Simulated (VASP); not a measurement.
# SrTiO3 (Pm-3m) in VASP: notebook

Aim: see how the results for SrTiO3 move with the level of theory and the settings. Levels: LDA, PBE. Tasks: single point.

All numbers are computed with VASP 6.6.1; they aren't measurements. Logs are shortened: lines on timing, memory, paths and dates and some standing lists are left out, and cuts for length are marked.

## 1. The cell of the first run

Symmetry: Pm-3m, No. 221, cubic system. The conventional cell has a = 3.891 Å, b = 3.891 Å, c = 3.891 Å, α = 90.00°, β = 90.00°, γ = 90.00°. Within 3.6 Å of Sr (site symmetry m-3m) lie 12 O at 2.75 Å and 8 Ti at 3.37 Å. Ti (site symmetry m-3m) has 6 O at 1.95 Å within 2.6 Å. O (site symmetry 4/mmm) has 2 Ti at 1.95 Å within 2.6 Å.

## 2. Single point, LDA

INCAR

```
  PREC = Accurate
  ENCUT = 600
  EDIFF = 1E-6
  ISMEAR = -1
  SIGMA = 0.05
  LREAL = Auto
  LASPH = True
  NELM = 120
  ALGO = Normal
  ISIF = 2
  LWAVE = False
  LCHARG = False
  ISYM = 0
  NBANDS = 186
  GGA_COMPAT = False
```

KPOINTS

```
Automatic mesh
0
Gamma
  1 1 1
  0.25 0.25 0.25
```

POSCAR

```
SrTiO3
1.0
    7.7828210000      0.0000000000      0.0000000000
    0.0000000000      7.7828210000      0.0000000000
    0.0000000000      0.0000000000      7.7828210000
Sr Ti O
8 8 24
Direct
    0.0000000000      0.0000000000      0.0000000000
    0.0000000000      0.0000000000      0.5000000000
    0.0000000000      0.5000000000      0.0000000000
    0.0000000000      0.5000000000      0.5000000000
    0.5000000000      0.0000000000      0.0000000000
    0.5000000000      0.0000000000      0.5000000000
    0.5000000000      0.5000000000      0.0000000000
    0.5000000000      0.5000000000      0.5000000000
    0.2500000000      0.2500000000      0.2500000000
    0.2500000000      0.2500000000      0.7500000000
    0.2500000000      0.7500000000      0.2500000000
    0.2500000000      0.7500000000      0.7500000000
    0.7500000000      0.2500000000      0.2500000000
    0.7500000000      0.2500000000      0.7500000000
    0.7500000000      0.7500000000      0.2500000000
    0.7500000000      0.7500000000      0.7500000000
    0.2500000000      0.2500000000      0.0000000000
    0.2500000000      0.2500000000      0.5000000000
    0.2500000000      0.7500000000      0.0000000000
    0.2500000000      0.7500000000      0.5000000000
    0.7500000000      0.2500000000      0.0000000000
    0.7500000000      0.2500000000      0.5000000000
    0.7500000000      0.7500000000      0.0000000000
    0.7500000000      0.7500000000      0.5000000000
    0.0000000000      0.2500000000      0.2500000000
    0.0000000000      0.2500000000      0.7500000000
    0.0000000000      0.7500000000      0.2500000000
    0.0000000000      0.7500000000      0.7500000000
    0.5000000000      0.2500000000      0.2500000000
    0.5000000000      0.2500000000      0.7500000000
    0.5000000000      0.7500000000      0.2500000000
    0.5000000000      0.7500000000      0.7500000000
    0.2500000000      0.0000000000      0.2500000000
    0.2500000000      0.0000000000      0.7500000000
    0.2500000000      0.5000000000      0.2500000000
    0.2500000000      0.5000000000      0.7500000000
    0.7500000000      0.0000000000      0.2500000000
    0.7500000000      0.0000000000      0.7500000000
    0.7500000000      0.5000000000      0.2500000000
    0.7500000000      0.5000000000      0.7500000000
```

Potentials or basis: VASP PAW LDA potentials, release 64 (Sr_sv, Ti_sv, O).

Command:

```sh
$ cat potpaw_LDA.64/Sr_sv/POTCAR potpaw_LDA.64/Ti_sv/POTCAR potpaw_LDA.64/O/POTCAR > POTCAR
$ mpirun -np 1 vasp_std > vasp.out
```

OUTCAR:

```text
PREC = Accurate
   ENCUT = 600
   EDIFF = 1E-6
   ISMEAR = -1
   LREAL = Auto
   LASPH = True
   NELM = 120
   ISIF = 2
   ISYM = 0

 ion  position               nearest neighbor table
   1  0.000  0.000  0.000-  17 2.75  19 2.75  21 2.75  23 2.75  25 2.75  26 2.75  27 2.75  28 2.75
                            33 2.75  34 2.75  37 2.75  38 2.75  13 3.37  14 3.37  15 3.37  16 3.37
   2  0.000  0.000  0.500-  18 2.75  20 2.75  22 2.75  24 2.75  25 2.75  26 2.75  27 2.75  28 2.75
                            33 2.75  34 2.75  37 2.75  38 2.75  13 3.37  14 3.37  15 3.37  16 3.37
   3  0.000  0.500  0.000-  17 2.75  19 2.75  21 2.75  23 2.75  25 2.75  26 2.75  27 2.75  28 2.75
                            35 2.75  36 2.75  39 2.75  40 2.75  13 3.37  14 3.37  15 3.37  16 3.37
   4  0.000  0.500  0.500-  18 2.75  20 2.75  22 2.75  24 2.75  25 2.75  26 2.75  27 2.75  28 2.75
                            35 2.75  36 2.75  39 2.75  40 2.75  13 3.37  14 3.37  15 3.37  16 3.37
   5  0.500  0.000  0.000-  17 2.75  19 2.75  21 2.75  23 2.75  29 2.75  30 2.75  31 2.75  32 2.75
                            33 2.75  34 2.75  37 2.75  38 2.75  13 3.37  14 3.37  15 3.37  16 3.37
   6  0.500  0.000  0.500-  18 2.75  20 2.75  22 2.75  24 2.75  29 2.75  30 2.75  31 2.75  32 2.75
                            33 2.75  34 2.75  37 2.75  38 2.75  13 3.37  14 3.37  15 3.37  16 3.37
   7  0.500  0.500  0.000-  17 2.75  19 2.75  21 2.75  23 2.75  29 2.75  30 2.75  31 2.75  32 2.75
                            35 2.75  36 2.75  39 2.75  40 2.75  13 3.37  14 3.37  15 3.37  16 3.37
   8  0.500  0.500  0.500-  18 2.75  20 2.75  22 2.75  24 2.75  29 2.75  30 2.75  31 2.75  32 2.75
                            35 2.75  36 2.75  39 2.75  40 2.75  13 3.37  14 3.37  15 3.37  16 3.37
   9  0.250  0.250  0.250-  17 1.95  18 1.95  25 1.95  29 1.95  33 1.95  35 1.95   7 3.37   8 3.37
                             1 3.37   2 3.37   3 3.37   4 3.37   5 3.37   6 3.37
  10  0.250  0.250  0.750-  17 1.95  18 1.95  26 1.95  30 1.95  34 1.95  36 1.95   7 3.37   8 3.37
                             1 3.37   2 3.37   3 3.37   4 3.37   5 3.37   6 3.37
  11  0.250  0.750  0.250-  19 1.95  20 1.95  27 1.95  31 1.95  33 1.95  35 1.95   7 3.37   8 3.37
                             1 3.37   2 3.37   3 3.37   4 3.37   5 3.37   6 3.37
[... 32 lines left out ...]
  39  0.750  0.500  0.250-  13 1.95  15 1.95   7 2.75   8 2.75   3 2.75   4 2.75
  40  0.750  0.500  0.750-  14 1.95  16 1.95   7 2.75   8 2.75   3 2.75   4 2.75

IMPORTANT INFORMATION: All symmetrisations will be switched off!
NOSYMM: (Re-)initialisation of all symmetry stuff for point group C_1.

----------------------------------------------------------------------------------------

                                     Primitive cell

  volume of cell :     471.4234

  direct lattice vectors                    reciprocal lattice vectors
     7.782821000  0.000000000  0.000000000     0.128488115  0.000000000  0.000000000
     0.000000000  7.782821000  0.000000000     0.000000000  0.128488115  0.000000000
     0.000000000  0.000000000  7.782821000     0.000000000  0.000000000  0.128488115

  length of vectors
     7.782821000  7.782821000  7.782821000     0.128488115  0.128488115  0.128488115

  position of ions in fractional coordinates (direct lattice)
     0.000000000  0.000000000  0.000000000
     0.000000000  0.000000000  0.500000000
     0.000000000  0.500000000  0.000000000
     0.000000000  0.500000000  0.500000000
     0.500000000  0.000000000  0.000000000
     0.500000000  0.000000000  0.500000000
[... 32 lines left out ...]
     0.750000000  0.500000000  0.250000000
     0.750000000  0.500000000  0.750000000

  ion indices of the primitive-cell ions
   primitive index   ion index
                 1           1
                 2           2
                 3           3
                 4           4
                 5           5
                 6           6
[... 32 lines left out ...]
                39          39
                40          40

----------------------------------------------------------------------------------------

 KPOINTS: Automatic mesh

Automatic generation of k-mesh.
 Grid dimensions read from file:
 generate k-points for:    1    1    1

 Generating k-lattice:

  Cartesian coordinates                     Fractional coordinates (reciprocal lattice)
     0.128488115  0.000000000  0.000000000     1.000000000  0.000000000  0.000000000
     0.000000000  0.128488115  0.000000000     0.000000000  1.000000000  0.000000000
     0.000000000  0.000000000  0.128488115     0.000000000  0.000000000  1.000000000

  Length of vectors
     0.128488115  0.128488115  0.128488115

  Shift w.r.t. Gamma in fractional coordinates (k-lattice)
     0.250000000  0.250000000  0.250000000

 Subroutine IBZKPT returns following result:
 ===========================================

 Found      4 irreducible k-points:

 Following reciprocal coordinates:
            Coordinates               Weight
  0.250000  0.250000  0.250000      2.000000
 -0.250000  0.250000  0.250000      2.000000
 -0.250000 -0.250000  0.250000      2.000000
  0.250000 -0.250000  0.250000      2.000000
   k-points           NKPTS =      4   k-points in BZ     NKDIM =      4   number of bands    NBANDS=    186
   number of dos      NEDOS =    301   number of ions     NIONS =     40
   total plane-waves  NPLWV = 262144
   dimension x,y,z NGX =    64 NGY =   64 NGZ =   64
   dimension x,y,z NGXF=   128 NGYF=  128 NGZF=  128
   ions per type =               8   8  24
   NGX,Y,Z   is equivalent  to a cutoff of  13.67, 13.67, 13.67 a.u.
   NGXF,Y,Z  is equivalent  to a cutoff of  27.34, 27.34, 27.34 a.u.
 SYSTEM =  unknown system
   PREC   = accura    normal or accurate (medium, high low for compatibility)
   ISTART =      0    job   : 0-new  1-cont  2-samecut
   ICHARG =      2    charge: 1-file 2-atom 10-const
   ISPIN  =      1    spin polarized calculation?
   LNONCOLLINEAR =      F non collinear calculations
   LSORBIT =      F    spin-orbit coupling
   LASPH  =      T    aspherical Exc in radial PAW
   ENCUT  =  600.0 eV  44.10 Ry    6.64 a.u.  15.54 15.54 15.54*2*pi/ulx,y,z
   NELM   =    120;   NELMIN=  2; NELMDL= -5     # of ELM steps
   EDIFF  = 0.1E-05   stopping-criterion for ELM
   LREAL  =      T    real-space projection
   EDIFFG = 0.1E-04   stopping-criterion for IOM
   NSW    =      0    number of steps for IOM
   IBRION =     -1    ionic relax: 0-MD 1-quasi-New 2-CG
   NFREE  =      0    steps in history (QN), initial steepest desc. (CG)
   ISIF   =      2    stress and relaxation
   ISYM   =      0    0-nonsym 1-usesym 2-fastsym
   POTIM  = 0.5000    time-step for ionic-motion
   TEBEG  =    0.0;   TEEND  =   0.0 temperature during run
   PSTRESS=    0.0 pullay stress
   NELECT =     320.0000    total number of electrons
   NUPDOWN=      -1.0000    fix difference up-down
   EMIN   =  10.00;   EMAX   =-10.00  energy-range for DOS
   EFERMI =   0.00;   METHOD = LEGACY
   ISMEAR =    -1;   SIGMA  =   0.05  broadening in eV -4-tet -1-fermi 0-gaus
   EFERMI_NEDOS =   21; number of points for ismear=-14 and -15
   IALGO  =     38    algorithm
   IMIX   =      4    mixing-type and parameters
     AMIX     =   0.40;   BMIX     =  1.00
     AMIX_MAG =   1.60;   BMIX_MAG =  1.00
  volume/ion in A,a.u.               =      11.79        79.53
  Fermi-wavevector in a.u.,A,eV,Ry     =   1.438758  2.718859 28.164398  2.070025
  Thomas-Fermi vector in A             =   2.557689
   LORBIT       =      0    0 simple, 1 ext, 2 COOP (PROOUT), +10 PAW based schemes
   GGA     = CA    functional components
   LHFCALC =     F    Hartree Fock is set to
   AEXX    =    0.0000 exact exchange contribution
   IVDW    =     0    specifies the selected vdW correction
   LEPSILON=     F    determine dielectric tensor
   LRPA    =     F    only Hartree local field effects (RPA)
 non-spin polarized calculation
  energy-cutoff  :      600.00
  volume of cell :      471.42
 maximum number of plane-waves:     15705
 NGX is ok and might be reduce to    64
   NGX = 31   NGY = 31   NGZ = 31

 number of electron     319.9999860 magnetization

 Free energy of the ion-electron system (eV)
  ---------------------------------------------------
  ext. energy  EPLUGINS =         0.00000000
  ---------------------------------------------------
  free energy    TOTEN  =      -353.45730371 eV

  energy without entropy =     -353.45730371  energy(sigma->0) =     -353.45730371

 E-fermi :   5.0229     XC(G=0): -11.8501

 val. band max:        3.7637586051   @ k =  -0.2500  -0.2500   0.2500
 cond. band min:       6.3045795548   @ k =  -0.2500  -0.2500   0.2500
 fundamental gap:      2.5408209496
 Fermi energy:         5.0229350009

 k-point     1 :       0.2500    0.2500    0.2500
  band No.  band energies     occupation
      1     -51.7054      2.00000
      2     -51.7041      2.00000
      3     -51.7041      2.00000
      4     -51.7041      2.00000
      5     -51.7029      2.00000
      6     -51.7029      2.00000
[... 164 lines left out ...]
    171       7.5426      0.00000
    172       7.5426      0.00000

 k-point     2 :      -0.2500    0.2500    0.2500
  band No.  band energies     occupation
      1     -51.7054      2.00000
      2     -51.7041      2.00000
      3     -51.7041      2.00000
      4     -51.7041      2.00000
      5     -51.7029      2.00000
      6     -51.7029      2.00000
[... 164 lines left out ...]
    171       7.5426      0.00000
    172       7.5426      0.00000

 k-point     3 :      -0.2500   -0.2500    0.2500
  band No.  band energies     occupation
      1     -51.7054      2.00000
      2     -51.7041      2.00000
      3     -51.7041      2.00000
      4     -51.7041      2.00000
      5     -51.7029      2.00000
      6     -51.7029      2.00000
[... 164 lines left out ...]
    171       7.5426      0.00000
    172       7.5426      0.00000

 k-point     4 :       0.2500   -0.2500    0.2500
  band No.  band energies     occupation
      1     -51.7054      2.00000
      2     -51.7041      2.00000
      3     -51.7041      2.00000
      4     -51.7041      2.00000
      5     -51.7029      2.00000
      6     -51.7029      2.00000
[... 164 lines left out ...]
    171       7.5426      0.00000
    172       7.5426      0.00000
 [bands above 172 left out]

------------------------ aborting loop because EDIFF is reached ----------------------------------------

  FORCE on cell =-STRESS in cart. coord.  units (eV):
  Direction    XX          YY          ZZ          XY          YZ          ZX
  --------------------------------------------------------------------------------------
  -------------------------------------------------------------------------------------
  Total      -13.9068546    -13.9067254    -13.9071117     -0.0000571      0.0000564      0.0000511
  in kB      -47.2637711    -47.2633319    -47.2646448     -0.0001942      0.0001918      0.0001736
  external PRESSURE =     -47.2639159 kB  Pullay stress =       0.0000000 kB

 VOLUME and BASIS-vectors are now :
 -----------------------------------------------------------------------------
  energy-cutoff  :      600.00
  volume of cell :      471.42
      direct lattice vectors                 reciprocal lattice vectors
     7.782821000  0.000000000  0.000000000     0.128488115  0.000000000  0.000000000
     0.000000000  7.782821000  0.000000000     0.000000000  0.128488115  0.000000000
     0.000000000  0.000000000  7.782821000     0.000000000  0.000000000  0.128488115

 POSITION                                       TOTAL-FORCE (eV/Angst)
 -----------------------------------------------------------------------------------
      0.00000      0.00000      0.00000         0.000012     -0.000007      0.000028
      0.00000      0.00000      3.89141         0.000002      0.000016     -0.000035
      0.00000      3.89141      0.00000         0.000010     -0.000001      0.000027
      0.00000      3.89141      3.89141         0.000007     -0.000010     -0.000028
      3.89141      0.00000      0.00000        -0.000014     -0.000017      0.000012
      3.89141      0.00000      3.89141        -0.000003     -0.000002     -0.000006
[... 32 lines left out ...]
      5.83712      3.89141      1.94571         0.000007      0.000020      0.000009
      5.83712      3.89141      5.83712        -0.000013      0.000008     -0.000009
 -----------------------------------------------------------------------------------
    total drift:                               -0.000024      0.000026     -0.000010

  FREE ENERGIE OF THE ION-ELECTRON SYSTEM (eV)
  ---------------------------------------------------
  free  energy   TOTEN  =      -353.4573037067 eV

  energy  without entropy=     -353.4573037067  energy(sigma->0) =     -353.45730371
```

Wall time 20 min (1 thread of Oxide Virtual Turin-like, shared host); peak memory 0.56 GiB.

Results:

```
Free energy            : -353.4573 eV
Pressure               : -4.7 GPa
Band gap on the k mesh : 2.54 eV
```

Caveat: the cell stands under tension; a shifted mesh leaves out Γ, where band edges can lie. A k mesh can miss the band edges.

(Part 1 of 2 ends here.)
